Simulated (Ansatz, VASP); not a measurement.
One calculation of BeS, two programs

```xyz
2
Lattice="0.0000 2.4153 2.5344 2.5344 0.0000 2.5344 2.5344 2.4153 0.0000" Properties=species:S:1:pos:R:3 pbc="T T T"
Be    0.0000    0.0000    0.0000
S     3.8016    3.6229    3.8016
```

Alike in both runs: task single point; functional PBEsol; k mesh 10 × 10 × 10; occupations gaussian, width 0.05 eV; no spin polarisation.

|  | VASP | Ansatz |
| --- | --- | --- |
| version | VASP 6.6.1 | Ansatz 0.2.0 |
| potentials or method | VASP PAW PBE potentials, release 64 (Be, S), cutoff 520 eV | scalar-relativistic, plane waves, PAW |
| valence electrons in the cell | 8 | 8 |

Ansatz gave:

- gap on the k mesh at the Fermi level (eV): 2.75
- least direct gap on the mesh (eV): 4.87
- pressure (GPa): -7.5
- traceless stress, the component that is largest in VASP (GPa): 2.66

Q: What did VASP give for the same quantities?

A: gap on the k mesh at the Fermi level (eV): 2.75; least direct gap on the mesh (eV): 4.87; pressure (GPa): -7.4; traceless stress, the component that is largest in VASP (GPa): 2.64.

VASP's potentials were made for PBE, not for PBEsol. The functional is the same, so the differences come from potentials, cutoffs and numerics.
